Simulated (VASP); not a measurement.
## BP: single point with PBE

The system is BP.

```
B P
1.0
     0.00000    2.08748    2.45052
     2.08748    0.00000    2.45052
     2.08748    2.08748    0.00000
B P
1 1
Direct
  0.00000 0.00000 0.00000
  0.75000 0.75000 0.75000
```

This cell differs from its parent crystal: strain -0.080 along x and y, +0.080 along z.

* Program: VASP 6.6.1
* Task: single point
* Functional: PBE
* Potentials or basis: VASP PAW PBE potentials, release 64 (B, P)
* Cutoff: 520 eV
* k mesh: 10 × 10 × 10
* Occupations: gaussian, width 0.05 eV
* Spin: no spin polarisation

The pressure is 17.7 GPa. The band gap on the k mesh is zero (band 4 reaches 9.25 eV, above the bottom of band 5 at 9.09 eV).

Stress tensor (GPa, compression positive):
```
 36.21   0.00   0.00
  0.00  36.21   0.00
  0.00   0.00 -19.17
```

Levels at points of the mesh, in eV from the Fermi level:
| k point | band 1 | band 2 | band 3 | band 4 | band 5 | band 6 | band 7 | band 8 |
| --- | --- | --- | --- | --- | --- | --- | --- | --- |
| (0.00, 0.00, 0.00) | -16.92 | -1.92 | 0.07 | 0.07 | 2.82 | 2.82 | 3.58 | 7.04 |
| (0.50, 0.00, 0.00) | -13.17 | -10.29 | -3.67 | -1.20 | 1.59 | 5.11 | 5.54 | 10.10 |
| (0.50, 0.50, 0.00) | -12.72 | -10.62 | -3.75 | -3.75 | 1.77 | 2.67 | 12.30 | 12.30 |
| (0.50, 0.00, 0.50) | -10.92 | -9.13 | -5.72 | -5.33 | 0.06 | 0.22 | 9.72 | 12.75 |

Run time: 31 s on 1 thread of AMD EPYC 7R13 (shared host), peak memory 0.12 GiB.

Caveat: the cell differs from its parent crystal (strain -0.080 along x and y, +0.080 along z).
